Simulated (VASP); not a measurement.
The system is ZnS.

```xyz
2
Lattice="0.0000 2.8261 2.8261 2.8261 0.0000 2.8261 2.8261 2.8261 0.0000" Properties=species:S:1:pos:R:3 pbc="T T T"
Zn    0.0000    0.0000    0.0000
S     1.4130    1.4130    1.4130
```

This cell differs from its parent crystal: strain +4.9%.

Base run:

```yaml
Program: VASP 6.6.1
Functional: PBE
Potentials_or_basis: VASP PAW PBE potentials, release 64 (Zn, S)
Cutoff: 520 eV
k_mesh: 8 × 8 × 8
Occupations: fermi-dirac, width 0.02 eV
Spin: no spin polarisation
```

Its results: band gap on the k mesh 1.55 eV; pressure -6.0 GPa.

**Question.** The run is repeated on the same cell with these changes: functional from PBE to r2SCAN; occupations from fermi-dirac, width 0.02 eV to gaussian, width 0.01 eV. What comes out?

**Answer.** Band gap on the k mesh 2.07 eV; pressure -8.2 GPa.

Caveats: the cell stands under tension; the PAW data sets were made with another functional, which shifts forces and pressure a little (at least some runs).

